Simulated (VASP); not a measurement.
## C: G0W0 quasiparticle levels with PBEsol

Crystal: C.

```
CELL_PARAMETERS angstrom
-0.01313 1.78147 1.78147
1.78147 -0.01313 1.78147
1.78147 1.78147 -0.01313
ATOMIC_POSITIONS crystal
C 0.99991 0.99991 0.99991
C 0.25009 0.25009 0.25009
```

```json
{
  "Program": "VASP 6.6.1",
  "Task": "G0W0 quasiparticle levels",
  "Functional": "PBEsol",
  "Potentials or basis": "VASP PAW PBE potentials, release 64 (C_GW)",
  "Cutoff": "500 eV",
  "k mesh": "6 × 6 × 6",
  "Occupations": "gaussian, width 0.01 eV",
  "Spin": "no spin polarisation",
  "Dipole correction": "no",
  "GW scheme": "G0W0",
  "GW iterations": "1",
  "Cutoff of the response function": "180",
  "Frequency points": "48",
  "Empty bands": "62",
  "Further INCAR settings": "ALGO = EVGW0; EDIFF = 1e-08; NBANDS = 66"
}
```

| Quantity | Value |
| --- | --- |
| Quasiparticle gap | 5.40 eV |
| Least direct quasiparticle gap | 7.14 eV |
| Band gap of the starting levels on the mesh | 4.00 eV |
| Least direct gap of the starting levels on the mesh | 5.40 eV |

Run time: 77 s on 1 thread of Intel(R) Xeon(R) 6975P-C (Granite Rapids), on a shared host, peak memory 0.27 GiB.

Caveat: the k points lie up to 0.51 Å⁻¹ apart; bands, screening cutoff and mesh are small and nothing is extrapolated, so the quasiparticle values aren't converged.
